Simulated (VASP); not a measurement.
MnO:

```
Mn O
1.0
     0.00000    2.24000    2.24000
     2.24000    0.00000    2.24000
     2.24000    2.24000    0.00000
Mn O
1 1
Cartesian
  0.0000 0.0000 0.0000
  2.2400 2.2400 2.2400
```

Base run:

* Program: VASP 6.6.1
* Functional: PBE
* Potentials or basis: VASP PAW PBE potentials, release 64 (Mn_pv, O)
* Cutoff: 520 eV
* k mesh: 9 × 9 × 9
* Occupations: fermi-dirac, width 0.02 eV
* Spin: collinear spin, ferromagnetic start
* Starting moments: [0.45, 0.0] μB
* Hubbard terms: Mn d U = 2.8 eV

Its results: pressure 3.1 GPa; site moments Mn +4.59; O +0.17 μB.

Task: The run is repeated on the same cell with these changes: moments at the start from [0.45, 0.0] to [7.0, 0.0]; fixed moment from none to 7 μB. What comes out?

Result: Pressure 70.8 GPa; site moments Mn +4.95; O +1.14 μB.

Caveats: a cell with one magnetic atom can't hold antiferromagnetic order, which such compounds often take; the total moment is fixed, so each spin has its own Fermi level (some runs).
